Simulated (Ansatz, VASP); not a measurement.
# SnSe: VASP beside Ansatz

```
Sn Se
1.0
     0.00000    3.36398    3.36398
     3.36398    0.00000    3.36398
     3.36398    3.36398    0.00000
Sn Se
1 1
Direct
  0.00000 0.00000 0.00000
  0.25000 0.25000 0.25000
```

Alike in both runs: task single point; functional HSE06; k mesh 4 × 4 × 4; occupations fermi-dirac, width 0.02 eV; no spin polarisation.

|  | VASP | Ansatz |
| --- | --- | --- |
| version | VASP 6.6.1 | Ansatz 0.2.0 |
| potentials or method | VASP PAW PBE potentials, release 64 (Sn_d, Se) | plane waves, PAW |
| plane-wave cutoff (eV) | 520 | 420 |
| valence electrons in the cell | 20 | 30 |

```csv
,VASP,Ansatz,Ansatz less VASP
pressure (GPa),0.1,0.1,+0.05
```

VASP's potentials hold 20 valence electrons a cell and Ansatz's 30, so a difference there can come from the potentials and not from the codes. Ansatz's warnings: stress exchange threshold loose, stress scf threshold loose.
